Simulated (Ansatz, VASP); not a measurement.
One calculation of Os, two programs

```
Os
1.0
     0.00000    1.98252    1.98252
     1.98252    0.00000    1.98252
     1.98252    1.98252    0.00000
Os
1
Direct
  0.00000 0.00000 0.00000
```

Alike in both runs: task single point; functional BLYP; k mesh 16 × 16 × 16; occupations fermi-dirac, width 0.1 eV; no spin polarisation.

```csv
,VASP,Ansatz
version,VASP 6.6.1,Ansatz 0.2.0
potentials or method,"VASP PAW PBE potentials, release 64 (Os), cutoff 520 eV","plane waves (420 eV) with PAW, scalar-relativistic"
valence electrons in the cell,8,16
```

|  | VASP | Ansatz | Ansatz less VASP |
| --- | --- | --- | --- |
| pressure (GPa) | -10.1 | -12.2 | -2.05 |

VASP's potentials were made for PBE, not for BLYP. VASP's potentials hold 8 valence electrons a cell and Ansatz's 16, so a difference there can come from the potentials and not from the codes.

Spin-orbit coupling is off throughout.
